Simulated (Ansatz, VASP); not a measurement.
## MgO: VASP beside Ansatz

File INCAR:

```
PREC     = Accurate       # precision mode
ENCUT    = 520            # plane-wave cutoff, eV
EDIFF    = 1E-6           # SCF threshold, eV
ISMEAR   = 0              # smearing method
SIGMA    = 0.05           # smearing width, eV
LREAL    = False          # projectors in reciprocal space
LASPH    = True           # aspherical terms in the spheres
NELM     = 100            # most SCF steps
ALGO     = Normal         # electronic algorithm
ISIF     = 2              # what is computed and relaxed
LWAVE    = False          # write WAVECAR
LCHARG   = True           # write CHGCAR
GGA      = PS             # functional
LELF     = True           # ELF
LVHAR    = True         
NBANDS   = 16             # bands
```

KPOINTS

```
Automatic mesh
0
Gamma
  9 9 6
```

POSCAR

```
MgO
1.0
    3.7132941990      0.0000000000      0.0000000000
   -1.8566470995      3.2158071080      0.0000000000
    0.0000000000      0.0000000000      3.7155221755
Mg O
2 2
Direct
    0.6666666667      0.3333333333      0.7500000000
    0.3333333333      0.6666666667      0.2500000000
    0.6666666667      0.3333333333      0.2500000000
    0.3333333333      0.6666666667      0.7500000000
```

Input for Ansatz:

```yaml
crystal:
  lattice:
    - [3.713294199, 0.0, 0.0]
    - [-1.8566470995, 3.215807108, 0.0]
    - [0.0, 0.0, 3.7155221755]
  atoms:
    - { symbol: Mg, position: [0.6666666667, 0.3333333333, 0.75] }
    - { symbol: Mg, position: [0.3333333333, 0.6666666667, 0.25] }
    - { symbol: O, position: [0.6666666667, 0.3333333333, 0.25] }
    - { symbol: O, position: [0.3333333333, 0.6666666667, 0.75] }
basis:
  ecutwfc: 520.0
kpoints:
  mp_grid: { grid: [9, 9, 6] }
hamiltonian:
  xc: pbesol
  pseudopotentials: { kind: paw, azcp: { folder: soft_1 } }
scf:
  occupations: { method: gaussian, width: 0.05 }
output:
  forces: true
  stress: true
  eigenvalues: true
```

Alike in both runs: task single point; functional PBEsol; k mesh 9 × 9 × 6; occupations gaussian, width 0.05 eV; no spin polarisation.

|  | VASP | Ansatz |
| --- | --- | --- |
| version | VASP 6.6.1 | Ansatz 0.2.0 |
| potentials or method | VASP PAW PBE potentials, release 64 (Mg, O), cutoff 520 eV | scalar-relativistic, plane waves, PAW |
| valence electrons in the cell | 16 | 32 |

|  | VASP | Ansatz | Ansatz less VASP |
| --- | --- | --- | --- |
| gap on the k mesh at the Fermi level (eV) | 3.31 | 3.32 | +0.013 |
| least direct gap on the mesh (eV) | 3.44 | 3.45 | +0.008 |
| pressure (GPa) | 11.3 | 11.5 | +0.20 |
| traceless stress, the component that is largest in VASP (GPa) | 33.41 | 32.82 | -0.596 |

VASP's potentials were made for PBE, not for PBEsol, and Ansatz warns of the same on its side. VASP's potentials hold 16 valence electrons a cell and Ansatz's 32, so a difference there can come from the potentials and not from the codes.
